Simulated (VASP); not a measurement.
# SiNi (Pmmn) in VASP: further runs, part 2 of 2

VASP 6.6.1. Earlier steps stand in the parts before.

### 4 Single point, RPBE, collinear spin, ferromagnetic start

This run uses another cell than the first one, of 11.51 Å³/atom.

Contents of INCAR:

```
SYSTEM = SiNi
PREC = Accurate
ENCUT = 520
EDIFF = 1E-6
ISMEAR = -1
SIGMA = 0.05
LREAL = .False.
LASPH = .True.
NELM = 150
ALGO = Normal
ISIF = 2
LWAVE = .False.
LCHARG = .False.
ISPIN = 2
MAGMOM = 1 1 0 0
LORBIT = 11
LMAXMIX = 4
GGA = RP
NBANDS = 26
```

Contents of KPOINTS:

```
Automatic mesh
0
Gamma
  9 8 6
  0 0 0
```

Contents of POSCAR:

```
SiNi
1.0
    2.9622597754      0.0000000000      0.0000000000
    0.0000000000      3.3020501833      0.0000000000
    0.0000000000      0.0000000000      4.7084241314
Ni Si
2 2
Direct
    0.5000000000      0.5000000000      0.3424955900
    0.0000000000      0.0000000000      0.6575044100
    0.5000000000      0.5000000000      0.8431431600
    0.0000000000      0.0000000000      0.1568568400
```

Potentials or basis: VASP PAW PBE potentials, release 64 (Ni, Si).

Run with:

```sh
cat potpaw_PBE.64/Ni/POTCAR potpaw_PBE.64/Si/POTCAR > POTCAR
mpirun -np 1 vasp_std > vasp.out
```

OUTCAR:

```text
SYSTEM = SiNi
   PREC = Accurate
   ENCUT = 520
   EDIFF = 1E-6
   ISMEAR = -1
   LREAL = .False.
   LASPH = .True.
   NELM = 150
   ISIF = 2
   ISPIN = 2
   LORBIT = 11
   GGA = RP

 ion  position               nearest neighbor table
   1  0.500  0.500  0.342-   3 2.35   3 2.36   4 2.38   4 2.38   4 2.38   4 2.38   2 2.67   2 2.67
                             2 2.67   2 2.67
   2  0.000  0.000  0.658-   4 2.35   4 2.36   3 2.38   3 2.38   3 2.38   3 2.38   1 2.67   1 2.67
                             1 2.67   1 2.67
   3  0.500  0.500  0.843-   1 2.35   1 2.36   2 2.38   2 2.38   2 2.38   2 2.38   4 2.66   4 2.66
                             4 2.66   4 2.66
   4  0.000  0.000  0.157-   2 2.35   2 2.36   1 2.38   1 2.38   1 2.38   1 2.38   3 2.66   3 2.66
                             3 2.66   3 2.66

  LATTYP: Found a simple orthorhombic cell.
 ALAT       =     2.9622597754
 B/A-ratio  =     1.1147064855
 C/A-ratio  =     1.5894703667

  Lattice vectors:

 A1 = (   2.9622597754,   0.0000000000,   0.0000000000)
 A2 = (   0.0000000000,   3.3020501833,   0.0000000000)
[... 1608 lines left out ...]
  FORCE on cell =-STRESS in cart. coord.  units (eV):
  Direction    XX          YY          ZZ          XY          YZ          ZX
  --------------------------------------------------------------------------------------
  -------------------------------------------------------------------------------------
  Total        1.7420891      1.8789725      1.7519356      0.0000000      0.0000000      0.0000000
  in kB       60.6036188     65.3655058     60.9461584      0.0000000      0.0000000      0.0000000
  external PRESSURE =      62.3050944 kB  Pullay stress =       0.0000000 kB

 VOLUME and BASIS-vectors are now :
 -----------------------------------------------------------------------------
  energy-cutoff  :      520.00
  volume of cell :       46.06
      direct lattice vectors                 reciprocal lattice vectors
     2.962259775  0.000000000  0.000000000     0.337580116  0.000000000  0.000000000
     0.000000000  3.302050183  0.000000000     0.000000000  0.302842157  0.000000000
     0.000000000  0.000000000  4.708424131     0.000000000  0.000000000  0.212385285

 POSITION                                       TOTAL-FORCE (eV/Angst)
 -----------------------------------------------------------------------------------
      1.48113      1.65103      1.61261         0.000000      0.000000      0.020853
      0.00000      0.00000      3.09581         0.000000      0.000000     -0.020853
      1.48113      1.65103      3.96988         0.000000      0.000000      0.087864
      0.00000      0.00000      0.73855         0.000000      0.000000     -0.087864
 -----------------------------------------------------------------------------------
    total drift:                                0.000000      0.000000     -0.000000

  FREE ENERGIE OF THE ION-ELECTRON SYSTEM (eV)
  ---------------------------------------------------
  free  energy   TOTEN  =       -21.9030317335 eV

  energy  without entropy=      -21.8945830608  energy(sigma->0) =      -21.89880740

 total charge

# of ion       s       p       d       tot
------------------------------------------
    1        0.473   0.603   8.459   9.535
    2        0.473   0.603   8.459   9.535
    3        0.748   0.859   0.000   1.608
    4        0.748   0.859   0.000   1.608
--------------------------------------------------
tot          2.444   2.925  16.917  22.287

 magnetization (x)

# of ion       s       p       d       tot
------------------------------------------
    1       -0.000  -0.000  -0.000  -0.000
    2       -0.000  -0.000  -0.000  -0.000
    3       -0.000   0.000   0.000   0.000
    4       -0.000   0.000   0.000   0.000
--------------------------------------------------
tot         -0.000   0.000  -0.000  -0.000
```

stdout:

```text
POSCAR found type information on POSCAR NiSi
 POSCAR found :  2 types and       4 ions
 scaLAPACK will be used
 -----------------------------------------------------------------------------
|                                                                             |
|                                                                             |
|     You enforced a specific xc type in the INCAR file but a different       |
|     I HOPE YOU KNOW WHAT YOU ARE DOING!                                     |
|                                                                             |
 -----------------------------------------------------------------------------

 LDA part: xc-table for (Slater+PW92), standard interpolation
 POSCAR, INCAR and KPOINTS ok, starting setup
 FFT: planning ... GRIDC
 FFT: planning ... GRID_SOFT
 FFT: planning ... GRID
 WAVECAR not read
 entering main loop
```

It took 2.2 min on 1 thread of AMD EPYC 9R45 (Zen 5), shared host; peak memory 0.27 GiB.

Results:

```yaml
Free_energy: -21.9030 eV
Pressure: 6.2 GPa
Largest_force: 0.088 eV/Å
Band_gap_on_the_k_mesh: zero (filled and empty bands overlap)
Net_moment: 0.00 μB per cell
Valence_electrons_inside_the_program's_atomic_spheres: Ni 9.54; Si 1.61
```

Forces in eV/Å, atoms in the order of the input:
```
Ni   0.000  0.000  0.021
Ni   0.000  0.000 -0.021
Si   0.000  0.000  0.088
Si   0.000  0.000 -0.088
```

Caveat: the cell stands under pressure; the PAW data sets were made with another functional, which shifts forces and pressure a little.

### 5 Single point, LDA, collinear spin, ferromagnetic start

This run uses another cell than the first one, of 11.51 Å³/atom.

Contents of INCAR:

```
PREC     = Accurate       # precision mode
ENCUT    = 590            # plane-wave cutoff, eV
EDIFF    = 1E-6           # SCF threshold, eV
ISMEAR   = -1             # smearing method
SIGMA    = 0.05           # smearing width, eV
LREAL    = F              # projectors in reciprocal space
LASPH    = T              # aspherical terms in the spheres
NELM     = 200            # most SCF steps
ALGO     = Normal         # electronic algorithm
ISIF     = 2              # what is computed and relaxed
LWAVE    = F              # write WAVECAR
LCHARG   = F              # write CHGCAR
ISPIN    = 2              # spin polarisation
MAGMOM   = 1 1 0 0        # initial moments
LORBIT   = 11             # projections on sites
LMAXMIX  = 4              # l up to which the mixer works
GGA      = CA             # functional
NBANDS   = 34             # bands
GGA_COMPAT= F
```

Contents of KPOINTS:

```
regular mesh
0
Gamma
  9 8 6
```

POSCAR is that of step 4.

Potentials or basis: VASP PAW LDA potentials, release 64 (Ni_sv_GW, Si).

Run with:

```sh
cat potpaw_LDA.64/Ni_sv_GW/POTCAR potpaw_LDA.64/Si/POTCAR > POTCAR
mpirun -np 1 vasp_std > vasp.out
```

Run time: 7.9 min. Hardware: 1 thread of Intel Xeon Platinum 8488C (Sapphire Rapids), shared host; peak memory 0.39 GiB.

It converged, with:

| Item | Value |
| --- | --- |
| Free energy | -29.0067 eV |
| Pressure | -10.3 GPa |
| Largest force | 0.262 eV/Å |
| Band gap on the k mesh | zero (filled and empty bands overlap) |
| Net moment | 0.00 μB per cell |
| Valence electrons inside the program's atomic spheres | Ni 16.51; Si 1.62 |

Forces on the atoms (eV/Å):
```
Ni   0.000  0.000 -0.041
Ni   0.000  0.000  0.041
Si   0.000  0.000 -0.262
Si   0.000  0.000  0.262
```

Stress tensor (GPa, compression positive):
```
 -8.65   0.00   0.00
  0.00  -9.48   0.00
  0.00   0.00 -12.80
```

Levels at points of the mesh, in eV from the Fermi level:
Spin up:
```
           k point  band 19  band 20  band 21  band 22  band 23  band 24  band 25  band 26
(0.00, 0.00, 0.00)    -2.31    -2.04    -1.99    -1.34     1.20     2.64     5.06     5.52
(0.00, 0.50, 0.00)    -2.24    -2.24    -2.17    -2.17     1.11     1.11     4.89     4.89
(0.00, 0.00, 0.50)    -2.68    -2.09     1.08     1.58     1.94     2.36     2.84     3.57
(0.00, 0.50, 0.50)    -2.03    -2.03    -2.03    -2.03     5.16     5.16     5.29     5.29
```
Spin down:
```tsv
k point	band 19	band 20	band 21	band 22	band 23	band 24	band 25	band 26
(0.00, 0.00, 0.00)	-2.31	-2.04	-1.99	-1.34	1.20	2.64	5.06	5.52
(0.00, 0.50, 0.00)	-2.24	-2.24	-2.17	-2.17	1.11	1.11	4.89	4.89
(0.00, 0.00, 0.50)	-2.68	-2.09	1.08	1.58	1.94	2.36	2.84	3.57
(0.00, 0.50, 0.50)	-2.03	-2.03	-2.03	-2.03	5.16	5.16	5.29	5.29
```

Caveat: the cell stands under tension.

### 6 Single point, LDA, collinear spin, ferromagnetic start

This run uses another cell than the first one, of 11.29 Å³/atom.

INCAR, as its differences from that of step 5:

```diff
@@ -1,4 +1,4 @@
 PREC     = Accurate       # precision mode
-ENCUT    = 590            # plane-wave cutoff, eV
-EDIFF    = 1E-6           # SCF threshold, eV
+ENCUT    = 520            # plane-wave cutoff, eV
+EDIFF    = 1E-7           # SCF threshold, eV
 ISMEAR   = -1             # smearing method
@@ -7,3 +7,3 @@
 LASPH    = T              # aspherical terms in the spheres
-NELM     = 200            # most SCF steps
+NELM     = 150            # most SCF steps
 ALGO     = Normal         # electronic algorithm
@@ -17,3 +17,2 @@
 GGA      = CA             # functional
-NBANDS   = 34             # bands
-GGA_COMPAT= F
+NBANDS   = 26             # bands
```

Contents of KPOINTS:

```
Automatic mesh
0
Gamma
  9 8 6
```

Contents of POSCAR:

```
SiNi
1.0
    2.9427706600      0.0000000000      0.0000000000
    0.0000000000      3.2803255400      0.0000000000
    0.0000000000      0.0000000000      4.6774467600
Ni Si
2 2
Direct
    0.5000000000      0.5000000000      0.3424955900
    0.0000000000      0.0000000000      0.6575044100
    0.5000000000      0.5000000000      0.8431431600
    0.0000000000      0.0000000000      0.1568568400
```

Potentials or basis: VASP PAW LDA potentials, release 64 (Ni, Si).

Run with:

```sh
cat potpaw_LDA.64/Ni/POTCAR potpaw_LDA.64/Si/POTCAR > POTCAR
mpirun -np 1 vasp_std > vasp.out
```

It took 82 s on 1 thread of Intel Xeon 6975P-C (Granite Rapids), shared host; peak memory 0.26 GiB.

The run converged. Its results:

```yaml
Free_energy: -27.3080 eV
Pressure: -4.5 GPa
Largest_force: 0.240 eV/Å
Band_gap_on_the_k_mesh: zero (filled and empty bands overlap)
Net_moment: 0.00 μB per cell
Valence_electrons_inside_the_program's_atomic_spheres: Ni 9.61; Si 1.63
```

Forces on the atoms (eV/Å):
```
Ni   0.000  0.000  0.002
Ni   0.000  0.000 -0.002
Si   0.000  0.000 -0.240
Si   0.000  0.000  0.240
```

Stress tensor (GPa, compression positive):
```
-3.42  0.00  0.00
 0.00 -3.86  0.00
 0.00  0.00 -6.32
```

Levels at points of the mesh, in eV from the Fermi level:
Spin up:
| k point | band 11 | band 12 | band 13 | band 14 | band 15 | band 16 | band 17 | band 18 |
| --- | --- | --- | --- | --- | --- | --- | --- | --- |
| (0.00, 0.00, 0.00) | -2.37 | -2.09 | -2.05 | -1.35 | 1.24 | 2.73 | 5.16 | 5.59 |
| (0.00, 0.50, 0.00) | -2.31 | -2.31 | -2.22 | -2.22 | 1.15 | 1.15 | 4.97 | 4.97 |
| (0.00, 0.00, 0.50) | -2.75 | -2.14 | 1.10 | 1.62 | 2.01 | 2.41 | 2.90 | 3.64 |
| (0.00, 0.50, 0.50) | -2.09 | -2.09 | -2.08 | -2.08 | 5.25 | 5.25 | 5.38 | 5.38 |
Spin down:
| k point | band 10 | band 11 | band 12 | band 13 | band 14 | band 15 | band 16 | band 17 | band 18 | band 19 |
| --- | --- | --- | --- | --- | --- | --- | --- | --- | --- | --- |
| (0.00, 0.00, 0.00) | -2.75 | -2.37 | -2.09 | -2.05 | -1.35 | 1.24 | 2.73 | 5.16 | 5.59 | 7.22 |
| (0.00, 0.50, 0.00) | -2.82 | -2.31 | -2.31 | -2.22 | -2.22 | 1.15 | 1.15 | 4.97 | 4.97 | 7.91 |
| (0.00, 0.00, 0.50) | -2.83 | -2.75 | -2.14 | 1.10 | 1.62 | 2.01 | 2.41 | 2.90 | 3.64 | 4.51 |
| (0.00, 0.50, 0.50) | -2.60 | -2.09 | -2.09 | -2.08 | -2.08 | 5.25 | 5.25 | 5.38 | 5.38 | 7.19 |

Caveat: the cell stands under tension.

### 7 Overview

| level | potentials or basis | cell | cutoff (eV) | gap on the mesh (eV) | pressure (GPa) | moment (μB) | largest force (eV/Å) |
| --- | --- | --- | --- | --- | --- | --- | --- |
| RPBE | VASP PAW PBE potentials, release 64 (Ni, Si) | a = 2.923, b = 3.258, c = 4.646 Å, 4 atoms | 520 | none | 15.0 | 0.00 | 0.17 |
| RPBE | VASP PAW PBE potentials, release 64 (Ni, Si) | a = 2.943, b = 3.280, c = 4.677 Å, 4 atoms | 520 | none | 10.4 | 0.00 | 0.13 |
| RPBE | VASP PAW PBE potentials, release 64 (Ni, Si) | a = 2.962, b = 3.302, c = 4.708 Å, 4 atoms | 520 | none | 6.2 | 0.00 | 0.09 |
| LDA | VASP PAW LDA potentials, release 64 (Ni_sv_GW, Si) | a = 2.962, b = 3.302, c = 4.708 Å, 4 atoms | 590 | none | -10.3 | 0.00 | 0.26 |
| LDA | VASP PAW LDA potentials, release 64 (Ni, Si) | a = 2.943, b = 3.280, c = 4.677 Å, 4 atoms | 520 | none | -4.5 | 0.00 | 0.24 |

Alike in all rows: task single point; spin collinear, ferromagnetic start; k mesh 9 × 8 × 6; smearing fermi-dirac 0.05 eV.

Caveats: the cell stands under pressure (at least some runs); the PAW data sets were made with another functional, which shifts forces and pressure a little (at least some runs); the cell stands under tension (at least some runs).

Absolute energies hang on the potentials; compare differences alone.
